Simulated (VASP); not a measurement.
# CaO in VASP: relaxation of the atoms with PBE+D3(BJ)

Aim: the relaxation of the atoms of CaO with PBE+D3(BJ).

All numbers are computed with VASP 6.6.1; they aren't measurements. Logs are shortened: lines on timing, memory, paths and dates and some standing lists are left out, and cuts for length are marked.

### Step 1. The cell of the first run

The cell holds a slab with vacuum, 24 atoms: a = 6.765 Å, b = 6.765 Å, c = 20.783 Å, α = 90.00°, β = 90.00°, γ = 90.00°.

### Step 2. Relaxation of the atoms, PBE+D3(BJ)

Input file INCAR:

```
ALGO = Normal
DIPOL = 0.5 0.5 0.500
EDIFF = 1E-6
EDIFFG = -0.03
ENCUT = 520
GGA = PE
IBRION = 2
IDIPOL = 3
ISIF = 2
ISMEAR = 0
IVDW = 12
LASPH = T
LCHARG = F
LDIPOL = T
LREAL = Auto
LWAVE = F
NELM = 80
NSW = 90
PREC = Accurate
SIGMA = 0.05
```

Input file KPOINTS:

```
k-points
0
Gamma
  2 2 1
```

Input file POSCAR:

```
CaO
1.0
    6.7646985745      0.0000000000      0.0000000000
    0.0000000000      6.7646985745      0.0000000000
    0.0000000000      0.0000000000     20.7833642347
Ca O
12 12
Selective dynamics
Direct
    0.2500000000      0.2500000000      0.3849232448  F F F
    0.2500000000      0.7500000000      0.3849232448  F F F
    0.7500000000      0.2500000000      0.3849232448  F F F
    0.7500000000      0.7500000000      0.3849232448  F F F
    0.5000000000      0.5000000000      0.5000000000  T T T
    0.5000000000      0.0000000000      0.5000000000  T T T
    0.0000000000      0.5000000000      0.5000000000  T T T
    0.0000000000      0.0000000000      0.5000000000  T T T
    0.7500000000      0.7500000000      0.6150767552  T T T
    0.7500000000      0.2500000000      0.6150767552  T T T
    0.2500000000      0.7500000000      0.6150767552  T T T
    0.2500000000      0.2500000000      0.6150767552  T T T
    0.5000000000      0.5000000000      0.3849232448  F F F
    0.5000000000      0.0000000000      0.3849232448  F F F
    0.0000000000      0.5000000000      0.3849232448  F F F
    0.0000000000      0.0000000000      0.3849232448  F F F
    0.7500000000      0.7500000000      0.5000000000  T T T
    0.7500000000      0.2500000000      0.5000000000  T T T
    0.2500000000      0.7500000000      0.5000000000  T T T
    0.2500000000      0.2500000000      0.5000000000  T T T
    0.0000000000      0.0000000000      0.6150767552  T T T
    0.0000000000      0.5000000000      0.6150767552  T T T
    0.5000000000      0.0000000000      0.6150767552  T T T
    0.5000000000      0.5000000000      0.6150767552  T T T
```

Potentials or basis: VASP PAW PBE potentials, release 64 (Ca_sv, O).

Command:

```bash
cat potpaw_PBE.64/Ca_sv/POTCAR potpaw_PBE.64/O/POTCAR > POTCAR
mpirun -np 4 vasp_std > vasp.out
```

OUTCAR:

```text
EDIFF = 1E-6
   EDIFFG = -0.03
   ENCUT = 520
   GGA = PE
   IBRION = 2
   ISIF = 2
   ISMEAR = 0
   IVDW = 12
   LASPH = T
   LREAL = Auto
   NELM = 80
   NSW = 90
   PREC = Accurate
 IVDW          = 12

 ion  position               nearest neighbor table
   1  0.250  0.250  0.385-  13 2.39  14 2.39  15 2.39  16 2.39  20 2.39
   2  0.250  0.750  0.385-  13 2.39  14 2.39  15 2.39  16 2.39  19 2.39
   3  0.750  0.250  0.385-  13 2.39  14 2.39  15 2.39  16 2.39  18 2.39
   4  0.750  0.750  0.385-  13 2.39  14 2.39  15 2.39  16 2.39  17 2.39
   5  0.500  0.500  0.500-  17 2.39  18 2.39  19 2.39  20 2.39  13 2.39  24 2.39
   6  0.500  0.000  0.500-  17 2.39  18 2.39  19 2.39  20 2.39  14 2.39  23 2.39
   7  0.000  0.500  0.500-  17 2.39  18 2.39  19 2.39  20 2.39  15 2.39  22 2.39
   8  0.000  0.000  0.500-  17 2.39  18 2.39  19 2.39  20 2.39  16 2.39  21 2.39
   9  0.750  0.750  0.615-  21 2.39  22 2.39  23 2.39  24 2.39  17 2.39
  10  0.750  0.250  0.615-  21 2.39  22 2.39  23 2.39  24 2.39  18 2.39
  11  0.250  0.750  0.615-  21 2.39  22 2.39  23 2.39  24 2.39  19 2.39
  12  0.250  0.250  0.615-  21 2.39  22 2.39  23 2.39  24 2.39  20 2.39
  13  0.500  0.500  0.385-   1 2.39   2 2.39   3 2.39   4 2.39   5 2.39
  14  0.500  0.000  0.385-   1 2.39   2 2.39   3 2.39   4 2.39   6 2.39
  15  0.000  0.500  0.385-   1 2.39   2 2.39   3 2.39   4 2.39   7 2.39
  16  0.000  0.000  0.385-   1 2.39   2 2.39   3 2.39   4 2.39   8 2.39
  17  0.750  0.750  0.500-   5 2.39   6 2.39   7 2.39   8 2.39   4 2.39   9 2.39
[... 14 lines left out ...]
 A1 = (   6.7646985745,   0.0000000000,   0.0000000000)
 A2 = (   0.0000000000,   6.7646985745,   0.0000000000)
 A3 = (   0.0000000000,   0.0000000000,  20.7833642347)

Analysis of symmetry for initial positions (statically):
=====================================================================
 Subroutine PRICEL returns following result:

  LATTYP: Found a simple tetragonal cell.
 ALAT       =     3.3823492872
 C/A-ratio  =     6.1446534552
[... 12 lines left out ...]
 Subroutine GETGRP returns: Found 16 space group operations
 (whereof 16 operations were pure point group operations)
 out of a pool of 16 trial point group operations.

The static configuration has the point symmetry D_4h.

Analysis of symmetry for dynamics (positions and initial velocities):
=====================================================================
 Subroutine PRICEL returns following result:

  LATTYP: Found a simple tetragonal cell.
 ALAT       =     3.3823492872
 C/A-ratio  =     6.1446534552
[... 12 lines left out ...]
 Subroutine GETGRP returns: Found 16 space group operations
 (whereof 16 operations were pure point group operations)
 out of a pool of 16 trial point group operations.

The dynamic configuration has the point symmetry D_4h.

Analysis of constrained symmetry for selective dynamics:
=====================================================================
 Subroutine PRICEL returns following result:
[... 131 lines left out ...]
   GGA     = PE    functional components
   LHFCALC =     F    Hartree Fock is set to
   AEXX    =    0.0000 exact exchange contribution
   IVDW    =    12    specifies the selected vdW correction
   LEPSILON=     F    determine dielectric tensor
   LRPA    =     F    only Hartree local field effects (RPA)
 conjugate gradient relaxation of ions
 non-spin polarized calculation
 Gauss-broadening in eV      SIGMA  =   0.05
  energy-cutoff  :      520.00
  volume of cell :      951.07
 maximum number of plane-waves:     25669
   NGX = 25   NGY = 25   NGZ = 77

 dipolmoment           0.000000      0.000000      0.000001 electrons x Angstroem

--------------------------------------- Ionic step        1  -------------------------------------------

 number of electron     191.9999967 magnetization

 Free energy of the ion-electron system (eV)
  ---------------------------------------------------
  ext. energy  EPLUGINS =         0.00000000
  ---------------------------------------------------
  free energy    TOTEN  =      -150.06502080 eV

  energy without entropy =     -150.06502080  energy(sigma->0) =     -150.06502080

------------------------ aborting loop because EDIFF is reached ----------------------------------------

 Edisp (eV)   -4.51024

 E8    (eV) :    -2.0971
[... 171 lines left out ...]
  FREE ENERGIE OF THE ION-ELECTRON SYSTEM (eV)
  ---------------------------------------------------
  free  energy   TOTEN  =      -154.5787036119 eV

  energy  without entropy=     -154.5787036119  energy(sigma->0) =     -154.57870361

 vacuum level on the upper side and lower side of the slab       (xc-potential included)        -0.213        -0.145

[... ionic steps 4 to 9 ...]

--------------------------------------- Ionic step       10  -------------------------------------------

 number of electron     191.9999956 magnetization

------------------------ aborting loop because EDIFF is reached ----------------------------------------
[... 119 lines left out ...]
--------------------------------------- Ionic step       12  -------------------------------------------

 number of electron     191.9999956 magnetization

 dipolmoment           0.000000      0.000000     -0.026701 electrons x Angstroem

 Free energy of the ion-electron system (eV)
  ---------------------------------------------------
  ext. energy  EPLUGINS =         0.00000000
  ---------------------------------------------------
  free energy    TOTEN  =      -150.06014407 eV

  energy without entropy =     -150.06014407  energy(sigma->0) =     -150.06014407

 E-fermi :  -1.4628     XC(G=0):  -4.3233

 val. band max:       -1.7444688214   @ k =   0.0000   0.0000   0.0000
 cond. band min:       1.0779181320   @ k =   0.0000   0.0000   0.0000
 fundamental gap:      2.8223869534
 Fermi energy:        -1.4628491515

 k-point     1 :       0.0000    0.0000    0.0000
  band No.  band energies     occupation
      1     -39.8831      2.00000
      2     -39.8452      2.00000
      3     -39.8452      2.00000
      4     -39.8300      2.00000
      5     -39.8133      2.00000
      6     -39.7920      2.00000
[... 322 lines left out ...]
    107       3.3256      0.00000
    108       3.3256      0.00000
 [bands above 108 left out]

------------------------ aborting loop because EDIFF is reached ----------------------------------------

 vacuum level on the upper side and lower side of the slab       (xc-potential included)        -0.055         0.048

 Edisp (eV)   -4.52362

 E8    (eV) :    -2.1034

  FORCE on cell =-STRESS in cart. coord.  units (eV):
  Direction    XX          YY          ZZ          XY          YZ          ZX
  --------------------------------------------------------------------------------------
  -------------------------------------------------------------------------------------
  Total      -8.85190    -8.85190    -0.53586     0.00000     0.00000     0.00000
  in kB     -14.91194   -14.91194    -0.90271     0.00000     0.00000     0.00000
  external pressure =      -10.24 kB  Pullay stress =        0.00 kB
[... 39 lines left out ...]
  FREE ENERGIE OF THE ION-ELECTRON SYSTEM (eV)
  ---------------------------------------------------
  free  energy   TOTEN  =      -154.5837671229 eV

  energy  without entropy=     -154.5837671229  energy(sigma->0) =     -154.58376712

 reached required accuracy - stopping structural energy minimisation

 vacuum level on the upper side and lower side of the slab         2.238         2.343
```

It took 26 min on 4 MPI ranks of Intel Xeon Platinum 8259CL at 2.50GHz (Skylake/Cascade Lake), shared host; peak memory 0.39 GiB.

What came out:

- Free energy: -154.5838 eV
- Energy gained by relaxing: 0.4 meV/atom
- Ionic steps: 12
- Band gap on the k mesh: 2.82 eV
- Dispersion energy per atom: -0.188 eV

The path:
| step | energy change (eV) | largest force on free atoms (eV/Å) | pressure (GPa) |
| --- | --- | --- | --- |
| 1 | 0.0000 | 0.1271 | -1.17 |
| 2 | -0.0025 | 0.0764 | -1.16 |
| 3 | -0.0034 | 0.0719 | -1.16 |
| 4 | -0.0047 | 0.0637 | -1.13 |
| 5 | -0.0054 | 0.0534 | -1.12 |
| 6 | -0.0047 | 0.1145 | -1.08 |
| 7 | -0.0054 | 0.0611 | -1.11 |
| 8 | -0.0067 | 0.0491 | -1.09 |
| 9 | -0.0073 | 0.0378 | -1.06 |
| 10 | -0.0074 | 0.0392 | -1.05 |
| 11 | -0.0081 | 0.0320 | -1.04 |
| 12 | -0.0085 | 0.0209 | -1.02 |

Final structure:
```yaml
crystal:
  lattice:
    - [6.76470, 0.00000, 0.00000]
    - [0.00000, 6.76470, 0.00000]
    - [0.00000, 0.00000, 20.78336]
  atoms:
    - { symbol: Ca, position: [0.25000, 0.25000, 0.38492] }
    - { symbol: Ca, position: [0.25000, 0.75000, 0.38492] }
    - { symbol: Ca, position: [0.75000, 0.25000, 0.38492] }
    - { symbol: Ca, position: [0.75000, 0.75000, 0.38492] }
    - { symbol: Ca, position: [0.50000, 0.50000, 0.49935] }
    - { symbol: Ca, position: [0.50000, 0.00000, 0.49935] }
    - { symbol: Ca, position: [0.00000, 0.50000, 0.49935] }
    - { symbol: Ca, position: [0.00000, 0.00000, 0.49935] }
    - { symbol: Ca, position: [0.75000, 0.75000, 0.61400] }
    - { symbol: Ca, position: [0.75000, 0.25000, 0.61400] }
    - { symbol: Ca, position: [0.25000, 0.75000, 0.61400] }
    - { symbol: Ca, position: [0.25000, 0.25000, 0.61400] }
    - { symbol: O, position: [0.50000, 0.50000, 0.38492] }
    - { symbol: O, position: [0.50000, 0.00000, 0.38492] }
    - { symbol: O, position: [0.00000, 0.50000, 0.38492] }
    - { symbol: O, position: [0.00000, 0.00000, 0.38492] }
    - { symbol: O, position: [0.75000, 0.75000, 0.49938] }
    - { symbol: O, position: [0.75000, 0.25000, 0.49938] }
    - { symbol: O, position: [0.25000, 0.75000, 0.49938] }
    - { symbol: O, position: [0.25000, 0.25000, 0.49938] }
    - { symbol: O, position: [0.00000, 0.00000, 0.61339] }
    - { symbol: O, position: [0.00000, 0.50000, 0.61339] }
    - { symbol: O, position: [0.50000, 0.00000, 0.61339] }
    - { symbol: O, position: [0.50000, 0.50000, 0.61339] }
```

Levels at points of the mesh, in eV from the valence-band top:
```tsv
k point	band 94	band 95	band 96	band 97	band 98	band 99
(0.00, 0.00, 0.00)	-0.12	0.00	0.00	2.82	3.14	3.76
(0.50, 0.00, 0.00)	-0.55	-0.51	-0.51	3.62	3.62	3.84
(0.50, 0.50, 0.00)	-0.42	-0.42	-0.42	4.30	4.30	4.30
```

Caveat: the k points lie up to 0.46 Å⁻¹ apart.
